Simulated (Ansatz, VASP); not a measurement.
## One calculation of AgCl, two programs

The input INCAR:

```
ALGO = Normal
EDIFF = 1E-6
EDIFFG = -0.005
ENCUT = 600
GGA = PE
IBRION = 2
ISIF = 3
ISMEAR = 0
LASPH = T
LCHARG = F
LREAL = F
LWAVE = F
NELM = 100
NSW = 100
PREC = Accurate
SIGMA = 0.02
```

Contents of KPOINTS:

```
k-points
0
Gamma
  10 10 10
```

File POSCAR:

```
AgCl
1.0
    1.8709097030     -5.5565952358      0.0000000000
    1.8709097030      5.5565952358      0.0000000000
    0.0000000000      0.0000000000      3.9240373500
Ag Cl
2 2
Direct
    0.3965554000      0.6034446000      0.7500000000
    0.6034446000      0.3965554000      0.2500000000
    0.8654487300      0.1345512700      0.2500000000
    0.1345512700      0.8654487300      0.7500000000
```

Input for Ansatz:

```yaml
crystal:
  lattice:
    - [1.870909703, -5.5565952358, 0.0]
    - [1.870909703, 5.5565952358, 0.0]
    - [0.0, 0.0, 3.92403735]
  atoms:
    - { symbol: Ag, position: [0.3965554, 0.6034446, 0.75] }
    - { symbol: Ag, position: [0.6034446, 0.3965554, 0.25] }
    - { symbol: Cl, position: [0.86544873, 0.13455127, 0.25] }
    - { symbol: Cl, position: [0.13455127, 0.86544873, 0.75] }
basis:
  ecutwfc: 420
kpoints:
  mp_grid: { grid: [10, 10, 10] }
hamiltonian:
  xc: pbe
scf:
  occupations: { method: gaussian, width: 0.02 }
output:
  forces: true
  stress: true
  eigenvalues: true
relax:
  adjacent_minimum: "off"
  f_tol: 0.005
  max_steps: 80
  cell: { stress_tol: 0.05 }
```

Alike in both runs: task relaxation of cell and atoms; functional PBE; k mesh 10 × 10 × 10; occupations gaussian, width 0.02 eV; no spin polarisation.

```csv
,VASP,Ansatz
version,VASP 6.6.1,Ansatz 0.2.0
potentials or method,"VASP PAW PBE potentials, release 64 (Ag, Cl), cutoff 600 eV","scalar-relativistic, plane waves, PAW"
valence electrons in the cell,36,52
```

VASP gave:

- gap on the k mesh at the Fermi level, each at its own relaxed structure (eV): 0.42
- relaxed volume (Å³/atom): 21.37
- relaxed cell length with the largest relative difference (Å): 3.891

Problem. Estimate Ansatz's values.

Solution. gap on the k mesh at the Fermi level, each at its own relaxed structure (eV): 0.42; relaxed volume (Å³/atom): 21.42; relaxed cell length with the largest relative difference (Å): 3.894.

VASP's potentials hold 36 valence electrons a cell and Ansatz's 52, so a difference there can come from the potentials and not from the codes.
